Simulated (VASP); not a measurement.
Crystal: MgO.

```
Mg O
1.0
     0.00000    2.13813    2.13813
     2.13813    0.00000    2.13813
     2.13813    2.13813    0.00000
Mg O
1 1
Cartesian
  0.0000 0.0000 0.0000
  2.1381 2.1381 2.1381
```

Base run:

```yaml
Program: VASP 6.6.1
Functional: r2SCAN
Potentials_or_basis: VASP PAW PBE potentials, release 64 (Mg, O)
Cutoff: 520 eV
k_mesh: 11 × 11 × 11
Occupations: fermi-dirac, width 0.05 eV
Spin: no spin polarisation
```

Its results: band gap on the k mesh 5.16 eV, direct; pressure -8.7 GPa.

Question: After a change of settings the same cell gave: band gap on the k mesh 4.30 eV, direct; pressure -3.0 GPa. Which change was it?
A. functional from r2SCAN to PBE
B. functional from r2SCAN to PBEsol
C. potentials or basis from VASP PAW PBE potentials, release 64 (Mg, O) to VASP PAW PBE potentials, release 64 (Mg_sv, O); cutoff from 520 eV to 660 eV; further incar settings from ALGO = Normal; EDIFF = 1e-06; NBANDS = 11 to ALGO = Normal; EDIFF = 1e-06; NBANDS = 15; valence electrons from 8 to 16

Answer: A.

r2SCAN gives the wider gap, since meta-GGAs in the generalised Kohn-Sham scheme recover part of the derivative discontinuity.

Caveats: the PAW data sets were made with another functional, which shifts forces and pressure a little (some runs).
